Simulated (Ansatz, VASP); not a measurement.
**Rh in VASP and in Ansatz**

The input INCAR:

```
ALGO = Normal ; EDIFF = 1E-6
ENCUT = 520 ; GGA = PS
ISIF = 2 ; ISMEAR = -1
LASPH = T ; LCHARG = F
LREAL = F ; LWAVE = F
NBANDS = 22 ; NELM = 100
PREC = Accurate ; SIGMA = 0.1
```

The input KPOINTS:

```
k-points
0
Gamma
  11 11 11
```

POSCAR

```
Rh
1.0
    0.0000000000      2.7539704735      2.7539704735
    2.7539704735      0.0000000000      2.7539704735
    2.7539704735      2.7539704735      0.0000000000
Rh
2
Direct
    0.1250000000      0.1250000000      0.1250000000
    0.8750000000      0.8750000000      0.8750000000
```

Input for Ansatz:

```yaml
crystal:
  lattice:
    - [0.0, 2.7539704735, 2.7539704735]
    - [2.7539704735, 0.0, 2.7539704735]
    - [2.7539704735, 2.7539704735, 0.0]
  atoms:
    - { symbol: Rh, position: [0.125, 0.125, 0.125] }
    - { symbol: Rh, position: [0.875, 0.875, 0.875] }
hamiltonian:
  xc: pbesol
  pseudopotentials:
    kind: paw
    azcp:
      Rh: "pseudopotentials/Rh.paw.azcp"
basis:
  ecutwfc: 420
  fft_grid_basis: typed
kpoints:
  mp_grid: { grid: [11, 11, 11], shift: [0, 0, 0] }
magnetization:
  spin_polarized: false
scf:
  occupations: { method: fermi_dirac, width: 0.1 }
  lower_state_search: "off"
output:
  stress: true
```

Alike in both runs: task single point; functional PBEsol; k mesh 11 × 11 × 11; occupations fermi-dirac, width 0.1 eV; no spin polarisation.

|  | VASP | Ansatz |
| --- | --- | --- |
| version | VASP 6.6.1 | Ansatz 0.2.0 |
| potentials or method | VASP PAW PBE potentials, release 64 (Rh_pv), cutoff 520 eV | plane waves (420 eV) with PAW, scalar-relativistic |
| valence electrons in the cell | 30 | 34 |

```csv
,VASP,Ansatz,Ansatz less VASP
pressure (GPa),-5.3,-5.3,-0.04
```

VASP's potentials were made for PBE, not for PBEsol, and Ansatz warns of the same on its side. VASP's potentials hold 30 valence electrons a cell and Ansatz's 34, so a difference there can come from the potentials and not from the codes.
